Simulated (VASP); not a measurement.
A run of VASP 6.6.1 is set up as follows.

Contents of INCAR:

```
PREC = Accurate
ENCUT = 520
EDIFF = 1E-7
ISMEAR = 0
SIGMA = 0.1
LREAL = False
LASPH = True
NELM = 60
ALGO = Fast
ISIF = 2
LWAVE = False
LCHARG = False
GGA = PE
NBANDS = 11
```

KPOINTS

```
Automatic mesh
0
Gamma
  8 8 8
```

The input POSCAR:

```
Pt
1.0
    0.0000000000      1.9579000000      1.9579000000
    1.9579000000      0.0000000000      1.9579000000
    1.9579000000      1.9579000000      0.0000000000
Pt
1
Direct
    0.0000000000      0.0000000000      0.0000000000
```

Potentials or basis: VASP PAW PBE potentials, release 64 (Pt).

Launch:

```sh
$ cat potpaw_PBE.64/Pt/POTCAR > POTCAR
$ mpirun -np 1 vasp_std > vasp.out
```

(1) What does it give for the pressure?

(2) What does it give for the band gap on the k mesh?

## Answers

(1) 10.3 GPa.

(2) zero (band 5 reaches 11.82 eV, above the bottom of band 6 at 9.57 eV).

Caveat: spin-orbit coupling is left out, which moves the levels of the heavy elements.
